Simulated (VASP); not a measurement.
Sn: single point with LDA

The system is Sn.

```
Sn
1.0
    -2.92554    2.92554    1.59593
     2.92554   -2.92554    1.59593
     2.92554    2.92554   -1.59593
Sn
2
Direct
  0.00000 0.00000 0.00000
  0.75000 0.25000 0.50000
```

```json
{
 "Program": "VASP 6.6.1",
 "Task": "single point",
 "Functional": "LDA",
 "Potentials or basis": "VASP PAW LDA potentials, release 64 (Sn_d)",
 "Cutoff": "520 eV",
 "k mesh": "15 × 15 × 15",
 "Occupations": "fermi-dirac, width 0.05 eV",
 "Spin": "no spin polarisation"
}
```

```yaml
Pressure: -2.3 GPa
Band_gap_on_the_k_mesh: zero (bands 14 and 15 overlap by 4.22 eV)
```

Stress tensor (GPa, compression positive):
```
-2.00  0.00  0.00
 0.00 -2.00  0.00
 0.00  0.00 -2.93
```

Levels at points of the mesh, in eV from the Fermi level:
| k point | band 10 | band 11 | band 12 | band 13 | band 14 | band 15 | band 16 | band 17 | band 18 | band 19 |
| --- | --- | --- | --- | --- | --- | --- | --- | --- | --- | --- |
| (0.00, 0.00, 0.00) | -21.04 | -11.09 | -3.73 | -1.94 | -1.94 | 3.10 | 6.15 | 6.15 | 6.71 | 6.79 |

Wall time 5.3 min on 1 thread of Intel Xeon 8259CL, on a shared host, peak memory 0.37 GiB.

Caveat: spin-orbit coupling is left out, which moves the levels of the heavy elements.
